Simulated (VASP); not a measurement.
Zr3SeS2, 6 atoms in the cell. It takes space group P6/mmm (No. 191, hexagonal). Conventional cell: a = 8.290 Å, b = 8.290 Å, c = 3.122 Å, α = 90.00°, β = 90.00°, γ = 120.00°. Zr (site symmetry mmm) has 2 S at 2.39 Å and 2 Zr at 3.12 Å within 3.2 Å. Within 4.2 Å of Se (site symmetry 6/mmm) lie 2 Se at 3.12 Å and 6 Zr at 4.15 Å. S (site symmetry -6m2) has 3 Zr at 2.39 Å and 2 S at 3.12 Å within 3.2 Å. The cell was built from a structure type or drawn by symmetry, and may not be a known phase.

| Quantity | Value |
| --- | --- |
| Program | VASP 6.6.1 |
| Task | single point |
| Functional | PBE |
| Potentials or basis | VASP PAW PBE potentials, release 64 (Zr_sv, Se, S) |
| Cutoff | 520 eV |
| k mesh | 3 × 3 × 6 |
| Occupations | gaussian, width 0.1 eV |
| Spin | no spin polarisation |
| Dipole correction | no |
| Further INCAR settings | ALGO = Normal; EDIFF = 1e-06; NBANDS = 36 |

Potentials or basis: VASP PAW PBE potentials, release 64 (Zr_sv, Se, S).

Launch:

```bash
$ cat potpaw_PBE.64/Zr_sv/POTCAR potpaw_PBE.64/Se/POTCAR potpaw_PBE.64/S/POTCAR > POTCAR
$ mpirun -np 1 vasp_std > vasp.out
```

Hardware: 1 thread of AMD EPYC 7R43 64-Core Processor (Zen 3), on a shared host.

Question: How long does it take, and how much memory?

Answer: Wall time 2.2 min on 1 thread of AMD EPYC 7R43 64-Core Processor (Zen 3) (shared host), peak memory 0.29 GiB. Counts: scf iterations 15, k points 12.
